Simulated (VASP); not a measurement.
Here is a VASP 6.6.1 calculation.

File POSCAR:

```
Si
1.0
    0.0000000000      2.6946216987      2.6946216987
    2.6946216987      0.0000000000      2.6946216987
    2.6946216987      2.6946216987      0.0000000000
Si
2
Direct
    0.2500000000      0.2500000000      0.2500000000
    0.0000000000      0.0000000000      0.0000000000
```

File INCAR.step1:

```
SYSTEM = Si
  PREC = Accurate
  ENCUT = 520
  ISMEAR = 0
  SIGMA = 0.01
  LREAL = .False.
  LASPH = .True.
  NELM = 80
  NBANDS = 11
  GGA = PE
  ALGO = Normal
  EDIFF = 1E-4
  LWAVE = .True.
  LCHARG = .False.
```

Contents of INCAR.step2:

```
SYSTEM = Si
  PREC = Accurate
  ENCUT = 520
  EDIFF = 1E-7
  ISMEAR = 0
  SIGMA = 0.01
  LREAL = .False.
  LASPH = .True.
  NELM = 80
  ALGO = Normal
  ISIF = 2
  LWAVE = .False.
  LCHARG = .False.
  METAGGA = R2SCAN
  LMIXTAU = .True.
  NBANDS = 11
  ISTART = 1
```

Contents of KPOINTS:

```
Automatic mesh
0
Gamma
  6 6 6
  0 0 0
```

Potentials or basis: VASP PAW PBE potentials, release 64 (Si).

The run is started by

```sh
$ cat potpaw_PBE.64/Si/POTCAR > POTCAR
$ cp INCAR.step1 INCAR
$ mpirun -np 1 vasp_std > vasp.out
$ cp INCAR.step2 INCAR
$ mpirun -np 1 vasp_std > vasp.out
```

What does it give for the pressure?

3.0 GPa.

Predict the band gap on the k mesh.

0.87 eV, indirect (least direct gap 2.77 eV).

Caveat: the PAW data sets were made with another functional, which shifts forces and pressure a little. A k mesh can miss the band edges.
